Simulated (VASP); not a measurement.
# CeO2 (qha) (Fm-3m) in VASP: vibrations by perturbation theory with PBEsol

Aim: the vibrations by perturbation theory of CeO2 (qha) with PBEsol.

Everything below comes from runs of VASP 6.6.1. Logs are shortened: lines on timing, memory, paths and dates and some standing lists are left out, and cuts for length are marked.

## Step 1: The cell of the first run

It takes space group Fm-3m (No. 225, cubic). Conventional cell: a = 5.398 Å, b = 5.398 Å, c = 5.398 Å, α = 90.00°, β = 90.00°, γ = 90.00°. Within 3.1 Å of Ce (site symmetry m-3m) lie 8 O at 2.34 Å. O (site symmetry -43m) has 4 Ce at 2.34 Å and 6 O at 2.70 Å within 3.1 Å.

## Step 2: Vibrations by perturbation theory, PBEsol

Input file INCAR:

```
SYSTEM = CeO2
ALGO = Normal
EDIFF = 1E-8
ENCUT = 520
GGA = PS
IBRION = 8
ISIF = 2
ISMEAR = 0
LASPH = .TRUE.
LCHARG = .FALSE.
LREAL = .FALSE.
LWAVE = .FALSE.
NBANDS = 19
NELM = 100
NSW = 1
PREC = Accurate
SIGMA = 0.01
```

Input file KPOINTS:

```
k-points
0
G
  12 12 12
  0 0 0
```

Input file POSCAR:

```
CeO2
1.0
    0.0000000000      2.6990184294      2.6990184294
    2.6990184294      0.0000000000      2.6990184294
    2.6990184294      2.6990184294      0.0000000000
Ce O
1 2
Direct
    0.0000000000      0.0000000000      0.0000000000
    0.2500000000      0.2500000000      0.2500000000
    0.7500000000      0.7500000000      0.7500000000
```

Potentials or basis: VASP PAW PBE potentials, release 64 (Ce, O).

Launch:

```sh
cat potpaw_PBE.64/Ce/POTCAR potpaw_PBE.64/O/POTCAR > POTCAR
mpirun -np 1 vasp_std > vasp.out
```

OUTCAR:

```text
SYSTEM = CeO2
   EDIFF = 1E-8
   ENCUT = 520
   GGA = PS
   IBRION = 8
   ISIF = 2
   ISMEAR = 0
   LASPH = .TRUE.
   LREAL = .FALSE.
   NELM = 100
   NSW = 1
   PREC = Accurate

 ion  position               nearest neighbor table
   1  0.000  0.000  0.000-   3 2.34   3 2.34   3 2.34   2 2.34   3 2.34   2 2.34   2 2.34   2 2.34

   2  0.250  0.250  0.250-   1 2.34   1 2.34   1 2.34   1 2.34
   3  0.750  0.750  0.750-   1 2.34   1 2.34   1 2.34   1 2.34

  LATTYP: Found a face centered cubic cell.
 ALAT       =     5.3980368588

  Lattice vectors:

 A1 = (   0.0000000000,   2.6990184294,   2.6990184294)
 A2 = (   2.6990184294,   0.0000000000,   2.6990184294)
 A3 = (   2.6990184294,   2.6990184294,   0.0000000000)

Analysis of symmetry for initial positions (statically):
=====================================================================
 Subroutine PRICEL returns:
 Original cell was already a primitive cell.

 Routine SETGRP: Setting up the symmetry group for a
 face centered cubic supercell.

 Subroutine GETGRP returns: Found 48 space group operations
 (whereof 48 operations were pure point group operations)
 out of a pool of 48 trial point group operations.

The static configuration has the point symmetry O_h .

Analysis of symmetry for dynamics (positions and initial velocities):
=====================================================================
 Subroutine PRICEL returns:
 Original cell was already a primitive cell.

 Routine SETGRP: Setting up the symmetry group for a
 face centered cubic supercell.

 Subroutine GETGRP returns: Found 48 space group operations
 (whereof 48 operations were pure point group operations)
 out of a pool of 48 trial point group operations.

The dynamic configuration has the point symmetry O_h .

 Subroutine INISYM returns: Found 48 space group operations
 (whereof 48 operations are pure point group operations),
 and found     1 'primitive' translations

----------------------------------------------------------------------------------------

                                     Primitive cell

  volume of cell :      39.3231

  direct lattice vectors                    reciprocal lattice vectors
     0.000000000  2.699018429  2.699018429    -0.185252533  0.185252533  0.185252533
     2.699018429  0.000000000  2.699018429     0.185252533 -0.185252533  0.185252533
     2.699018429  2.699018429  0.000000000     0.185252533  0.185252533 -0.185252533

  length of vectors
     3.816988468  3.816988468  3.816988468     0.320866799  0.320866799  0.320866799

  position of ions in fractional coordinates (direct lattice)
     0.000000000  0.000000000  0.000000000
     0.250000000  0.250000000  0.250000000
     0.750000000  0.750000000  0.750000000

  ion indices of the primitive-cell ions
   primitive index   ion index
                 1           1
                 2           2
                 3           3

----------------------------------------------------------------------------------------

 KPOINTS: k-points

Automatic generation of k-mesh.
 Grid dimensions read from file:
 generate k-points for:   12   12   12

 Generating k-lattice:

  Cartesian coordinates                     Fractional coordinates (reciprocal lattice)
[... 91 lines left out ...]
 non-spin polarized calculation
 Gauss-broadening in eV      SIGMA  =   0.01
  energy-cutoff  :      520.00
  volume of cell :       39.32
 maximum number of plane-waves:      1071
   NGX = 15   NGY = 15   NGZ = 15

--------------------------------------- Ionic step        1  -------------------------------------------

 number of electron      23.9999998 magnetization

 Free energy of the ion-electron system (eV)
  ---------------------------------------------------
  ext. energy  EPLUGINS =         0.00000000
  ---------------------------------------------------
  free energy    TOTEN  =       -27.54450187 eV

  energy without entropy =      -27.54450187  energy(sigma->0) =      -27.54450187

 E-fermi :   5.4099     XC(G=0): -11.6343

 val. band max:        5.2885225390   @ k =  -0.2500   0.2500   0.0000
 cond. band min:       7.2601955900   @ k =   0.5000   0.0000   0.0000
 fundamental gap:      1.9716730510
 Fermi energy:         5.4099263987

 k-point     1 :       0.0000    0.0000    0.0000
  band No.  band energies     occupation
      1     -27.1144      2.00000
      2     -10.9907      2.00000
      3     -10.0154      2.00000
      4      -9.2484      2.00000
      5      -9.2484      2.00000
      6      -9.2484      2.00000
[... 505 lines left out ...]
      6      -7.0242      2.00000
[... 11 lines left out ...]
     18       7.9624      0.00000
     19       8.2666      0.00000

 [... further k-points ...]

------------------------ aborting loop because EDIFF is reached ----------------------------------------

  FORCE on cell =-STRESS in cart. coord.  units (eV):
  Direction    XX          YY          ZZ          XY          YZ          ZX
  --------------------------------------------------------------------------------------
  -------------------------------------------------------------------------------------
  Total       -0.0076533     -0.0076533     -0.0076533     -0.0000000     -0.0000000      0.0000000
  in kB       -0.3118252     -0.3118252     -0.3118252     -0.0000000     -0.0000000      0.0000000
  external PRESSURE =      -0.3118252 kB  Pullay stress =       0.0000000 kB

 VOLUME and BASIS-vectors are now :
 -----------------------------------------------------------------------------
  energy-cutoff  :      520.00
  volume of cell :       39.32
      direct lattice vectors                 reciprocal lattice vectors
     0.000000000  2.699018429  2.699018429    -0.185252533  0.185252533  0.185252533
     2.699018429  0.000000000  2.699018429     0.185252533 -0.185252533  0.185252533
     2.699018429  2.699018429  0.000000000     0.185252533  0.185252533 -0.185252533

 POSITION                                       TOTAL-FORCE (eV/Angst)
 -----------------------------------------------------------------------------------
      0.00000      0.00000      0.00000         0.000000     -0.000000     -0.000000
      1.34951      1.34951      1.34951         0.000000     -0.000000     -0.000000
      4.04853      4.04853      4.04853        -0.000000      0.000000      0.000000
 -----------------------------------------------------------------------------------
    total drift:                                0.000000      0.000000      0.000000

  FREE ENERGIE OF THE ION-ELECTRON SYSTEM (eV)
  ---------------------------------------------------
  free  energy   TOTEN  =       -27.5445018722 eV

  energy  without entropy=      -27.5445018722  energy(sigma->0) =      -27.54450187

[... ionic steps 2 to 3 ...]

--------------------------------------- Ionic step        4  -------------------------------------------

------------------------ aborting loop because EDIFF is reached ----------------------------------------

[... ionic steps 5 to 6 ...]

--------------------------------------- Ionic step        7  -------------------------------------------

 Free energy of the ion-electron system (eV)
  ---------------------------------------------------
  ---------------------------------------------------
  free energy    TOTEN  =        -0.36669670 eV

  energy without entropy =       -0.36669670

------------------------ aborting loop because EDIFF is reached ----------------------------------------

 INTERNAL STRAIN TENSOR  FOR ION    2  DIRECTION 1   (eV/Angst):
 -----------------------------------------------------------------------------
    -0.01732  0.00000  0.00000
     0.00000 -0.01866 -1.78679
     0.00000 -1.78679 -0.01866

 INTERNAL STRAIN TENSOR FOR ION    3 for displacements in x,y,z  (eV/Angst):
          X           Y           Z          XY          YZ          ZX
  --------------------------------------------------------------------------------
  x     0.00000     0.00000     0.00000     0.00000     1.78679     0.00000
  y     0.00000     0.00000     0.00000     0.00000     0.00000     1.78679
  z     0.00000     0.00000     0.00000     1.78679     0.00000     0.00000

 SECOND DERIVATIVES (NOT SYMMETRIZED)
 ------------------------------------
               1X          1Y          1Z          2X          2Y          2Z          3X          3Y          3Z
  1X    -8.330294    0.000000    0.000000    4.165147    0.000000    0.000000    4.165147    0.000000    0.000000
  1Y     0.000000   -8.330294    0.000000    0.000000    4.165147    0.000000    0.000000    4.165147    0.000000
  1Z     0.000000    0.000000   -8.330294    0.000000    0.000000    4.165147    0.000000    0.000000    4.165147
  2X     3.789832    0.000000    0.000000   -7.441128    0.000000    0.000000    3.651297    0.000000    0.000000
  2Y     0.000000    3.789832    0.000000    0.000000   -7.441128    0.000000    0.000000    3.651297    0.000000
  2Z     0.000000    0.000000    3.789832    0.000000    0.000000   -7.441128    0.000000    0.000000    3.651297
  3X     3.789832    0.000000    0.000000    3.651297    0.000000    0.000000   -7.441128    0.000000    0.000000
  3Y     0.000000    3.789832    0.000000    0.000000    3.651297    0.000000    0.000000   -7.441128    0.000000
  3Z     0.000000    0.000000    3.789832    0.000000    0.000000    3.651297    0.000000    0.000000   -7.441128

 Eigenvectors and eigenvalues of the dynamical matrix
 ----------------------------------------------------

   1 f  =   13.016793 THz    81.786920 2PiTHz  434.193462 cm-1    53.833104 meV
             X         Y         Z           dx          dy          dz
      0.000000  0.000000  0.000000     0.000000    0.000000   -0.000000
      1.349509  1.349509  1.349509     0.000000    0.000000   -0.707107
      4.048528  4.048528  4.048528    -0.000000   -0.000000    0.707107
[... 43 lines left out ...]
   9 f/i=    0.160943 THz     1.011238 2PiTHz    5.368497 cm-1     0.665609 meV
             X         Y         Z           dx          dy          dz
      0.000000  0.000000  0.000000    -0.145233    0.875282   -0.109244
      1.349509  1.349509  1.349509    -0.051485    0.310285   -0.038727
      4.048528  4.048528  4.048528    -0.051485    0.310285   -0.038727

--------------------------------------------------------------------------------------------------------

 ELASTIC MODULI CONTR FROM IONIC RELAXATION (kBar)
 Direction    XX          YY          ZZ          XY          YZ          ZX
 --------------------------------------------------------------------------------
 XX          -0.0000     -0.0000     -0.0000     -0.0000     -0.0000     -0.0000
 YY          -0.0000     -0.0000     -0.0000     -0.0000     -0.0000     -0.0000
 ZZ          -0.0000     -0.0000     -0.0000     -0.0000     -0.0000     -0.0000
 XY          -0.0000     -0.0000     -0.0000    -23.4538      0.0000     -0.0000
 YZ          -0.0000     -0.0000     -0.0000      0.0000    -23.4538      0.0000
 ZX          -0.0000     -0.0000     -0.0000     -0.0000      0.0000    -23.4538
 --------------------------------------------------------------------------------
```

Wall time 20 min (1 thread of Oxide Virtual Turin-like, shared host); peak memory 0.52 GiB.

Results:

```yaml
Highest_phonon_frequency_at_Γ_LO-TO_splitting_left_out: 434 cm⁻¹
```

Phonon frequencies in cm⁻¹ (negative: imaginary):
```
              q point                       frequencies
(0.000, 0.000, 0.000)  -5 -5 -5 284 284 284 434 434 434
```

Caveat: the PAW data sets were made with another functional, which shifts forces and pressure a little; spin-orbit coupling is left out, which moves the levels of the heavy elements; the run has no spin polarisation, though such a crystal can be magnetic; without U or exact exchange the open f shell lies at the Fermi level, which spoils levels, moments and volumes. Spin polarisation is off, so any magnetic state and its effect on volume and gap are missing.
